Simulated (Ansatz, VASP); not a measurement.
**One calculation of Cd, two programs**

INCAR

```
SYSTEM = Cd
PREC     = Accurate       ! precision mode
ENCUT    = 520            ! plane-wave cutoff, eV
EDIFF    = 1E-6           ! SCF threshold, eV
ISMEAR   = -1             ! smearing method
SIGMA    = 0.05           ! smearing width, eV
LREAL    = .False.        ! projectors in reciprocal space
LASPH    = .True.         ! aspherical terms in the spheres
NELM     = 100            ! most SCF steps
ALGO     = Normal         ! electronic algorithm
ISIF     = 2              ! what is computed and relaxed
LWAVE    = .False.        ! write WAVECAR
LCHARG   = .False.        ! write CHGCAR
GGA      = PE             ! functional
NBANDS   = 19             ! bands
```

Contents of KPOINTS:

```
Automatic mesh
0
Gamma
  14 14 7
  0 0 0
```

The input POSCAR:

```
Cd
1.0
    2.9788725081      0.0000000000      0.0000000000
   -1.4894362540      2.5797792666      0.0000000000
    0.0000000000      0.0000000000      5.5052970000
Cd
2
Direct
    0.3333333333      0.6666666667      0.2500000000
    0.6666666667      0.3333333333      0.7500000000
```

Input for Ansatz:

```yaml
crystal:
  lattice:
    - [2.9788725081, 0.0, 0.0]
    - [-1.489436254, 2.5797792666, 0.0]
    - [0.0, 0.0, 5.505297]
  atoms:
    - { symbol: Cd, position: [0.3333333333, 0.6666666667, 0.25] }
    - { symbol: Cd, position: [0.6666666667, 0.3333333333, 0.75] }
kpoints:
  mp_grid: { grid: [14, 14, 7] }
  band_path:
    path:
      - [0.0, 0.0, 0.0]
      - [0.5, 0.0, 0.0]
      - [0.3333333333, 0.3333333333, 0.0]
      - [0.0, 0.0, 0.0]
      - [0.0, 0.0, 0.5]
      - [0.5, 0.0, 0.5]
      - [0.3333333333, 0.3333333333, 0.5]
      - [0.0, 0.0, 0.5]
      - [0.5, 0.0, 0.5]
    npoints: 5
scf:
  occupations: { method: fermi_dirac, width: 0.05 }
hamiltonian:
  xc: pbe
  pseudopotentials: { kind: all_electron, lapw: { basis_error: 0.00025 } }
output:
  forces: true
  stress: true
  eigenvalues: true
```

Change from the starting cell: zz strain of -2 %.

Alike in both runs: task single point; functional PBE; k mesh 14 × 14 × 7; occupations fermi-dirac, width 0.05 eV; no spin polarisation.

```csv
,VASP,Ansatz
version,VASP 6.6.1,Ansatz 0.2.0
potentials or method,"VASP PAW PBE potentials, release 64 (Cd), cutoff 520 eV","all-electron LAPW, scalar-relativistic"
```

Ansatz gave:

* pressure (GPa): 4.0
* traceless stress, the component that is largest in VASP (GPa): -0.80

Problem. Estimate VASP's values.

Solution. Pressure (GPa): 4.3; traceless stress, the component that is largest in VASP (GPa): -0.94.

Ansatz ran all-electron here, and VASP with PAW potentials.
